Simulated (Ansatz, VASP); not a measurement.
## One calculation of Hg, two programs

Contents of INCAR:

```
SYSTEM = Hg
ALGO = Normal ; EDIFF = 1E-8
ENCUT = 520 ; GGA = PS
ISIF = 2 ; ISMEAR = -1
LASPH = .TRUE. ; LCHARG = .FALSE.
LEFG = .TRUE. ; LREAL = .FALSE.
LWAVE = .FALSE. ; NBANDS = 25
NELM = 60 ; PREC = Accurate
SIGMA = 0.05
```

KPOINTS

```
k-points
0
G
  8 8 9
  0 0 0
```

The input POSCAR:

```
Hg
1.0
    4.5550851948      0.0000000000      0.0000000000
   -2.2775425974      3.9448194950      0.0000000000
    0.0000000000      0.0000000000      3.8828572373
Hg
3
Direct
    0.3333333333      0.6666666667      0.5000000000
    0.0000000000      0.0000000000      0.0000000000
    0.6666666667      0.3333333333      0.5000000000
```

Input for Ansatz:

```yaml
crystal:
  lattice:
    - [4.5550851948, 0.0, 0.0]
    - [-2.2775425974, 3.944819495, 0.0]
    - [0.0, 0.0, 3.8828572373]
  atoms:
    - { symbol: Hg, position: [0.3333333333, 0.6666666667, 0.5] }
    - { symbol: Hg, position: [0.0, 0.0, 0.0] }
    - { symbol: Hg, position: [0.6666666667, 0.3333333333, 0.5] }
kpoints:
  mp_grid: { grid: [8, 8, 9] }
scf:
  occupations: { method: fermi_dirac, width: 0.05 }
hamiltonian:
  xc: pbesol
  pseudopotentials: { kind: paw }
output:
  forces: true
  stress: true
  eigenvalues: true
  efg: { contact_densities: true }
  write_density: true
  write_potential: true
  elf: true
  volumetric_format: npy
```

Change from the starting cell: volume scaled by 1.01, PAW files.

Alike in both runs: task electric field gradients; functional PBEsol; k mesh 8 × 8 × 9; occupations fermi-dirac, width 0.05 eV; no spin polarisation.

```csv
,VASP,Ansatz
version,VASP 6.6.1,Ansatz 0.2.0
potentials or method,"VASP PAW PBE potentials, release 64 (Hg)","PAW with Ansatz's default frozen-core files, scalar-relativistic"
plane-wave cutoff (eV),520,420
valence electrons in the cell,36,60
```

```tsv
	VASP	Ansatz	Ansatz less VASP
pressure (GPa)	7.8	7.0	-0.78
traceless stress, the component that is largest in VASP (GPa)	-8.34	-7.78	+0.562
size of Vzz on the site where it differs most (V/Å²)	332.3	254.9	-77.39
```

VASP's potentials were made for PBE, not for PBEsol. With one functional, cell and mesh, what is left measures potentials, basis and numerics. VASP's potentials hold 36 valence electrons a cell and Ansatz's 60, so a difference there can come from the potentials and not from the codes.

Neither program's run includes spin-orbit coupling.
